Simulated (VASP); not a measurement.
# AlN: single point with r2SCAN

Crystal: AlN.

```xyz
4
Lattice="3.2921 0.0000 0.0000 -1.6461 2.8511 0.0000 0.0000 0.0000 4.1372" Properties=species:S:1:pos:R:3 pbc="T T T"
Al    0.0000    1.9007    1.0343
Al    1.6461    0.9504    3.1029
N     0.0000    1.9007    3.1029
N     1.6461    0.9504    1.0343
```

```json
{
 "Program": "VASP 6.6.1",
 "Task": "single point",
 "Functional": "r2SCAN",
 "Potentials or basis": "VASP PAW PBE potentials, release 64 (Al, N)",
 "Cutoff": "520 eV",
 "k mesh": "12 × 12 × 6",
 "Occupations": "gaussian, width 0.02 eV",
 "Spin": "no spin polarisation",
 "Dipole correction": "no",
 "Further INCAR settings": "ALGO = Normal; EDIFF = 1e-07; NBANDS = 16"
}
```

| Property | Result |
| --- | --- |
| Pressure | -0.6 GPa |
| Band gap on the k mesh | 4.06 eV |

Stress tensor (GPa, compression positive):
```
-0.43  0.00  0.00
 0.00 -0.43  0.00
 0.00  0.00 -0.81
```

Levels at points of the mesh, in eV from the valence-band top:
| k point | band 6 | band 7 | band 8 | band 9 | band 10 | band 11 |
| --- | --- | --- | --- | --- | --- | --- |
| (0.00, 0.00, 0.00) | -1.72 | -1.72 | 0.00 | 4.06 | 5.40 | 9.16 |
| (0.50, 0.00, 0.00) | -4.38 | -3.02 | -1.49 | 4.62 | 7.96 | 8.14 |
| (0.00, 0.00, 0.50) | -2.64 | -2.64 | -2.64 | 6.49 | 6.49 | 9.28 |
| (0.50, 0.00, 0.50) | -3.41 | -1.82 | -1.82 | 5.82 | 5.82 | 10.42 |

Run time: 72 s on 1 thread of Intel(R) Xeon(R) Platinum 8488C (Sapphire Rapids), on a shared host, peak memory 0.17 GiB.

Caveat: the PAW data sets were made with another functional, which shifts forces and pressure a little. A k mesh can miss the band edges.
